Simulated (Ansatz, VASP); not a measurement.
## Ti3AlB3 in VASP and in Ansatz

```xyz
7
Lattice="4.7524 0.0000 0.0000 0.0000 4.7524 0.0000 0.0000 0.0000 4.7524" Properties=species:S:1:pos:R:3 pbc="T T T"
Ti    2.3762    0.0000    0.0000
Ti    0.0000    2.3762    0.0000
Ti    0.0000    0.0000    2.3762
Al    0.0000    0.0000    0.0000
B     0.0000    2.3762    2.3762
B     2.3762    0.0000    2.3762
B     2.3762    2.3762    0.0000
```

Alike in both runs: functional PBE; k mesh 4 × 4 × 4; occupations gaussian, width 0.2 eV; no spin polarisation.

Ansatz relaxed the structure, and its values are those at the end. VASP's run is a single point on that final structure, the one shown.

```csv
,VASP,Ansatz
version,VASP 6.6.1,Ansatz 0.2.0
potentials or method,"VASP PAW PBE potentials, release 64 (Ti_sv, Al, B), cutoff 500 eV","scalar-relativistic, plane waves, PAW"
valence electrons in the cell,48,48
```

```tsv
	VASP	Ansatz	Ansatz less VASP
gap on the k mesh at the Fermi level (eV)	none	none	-
pressure (GPa)	0.3	0.4	+0.05
```

A gap of «none» marks a metal or a gap that the smearing closes.
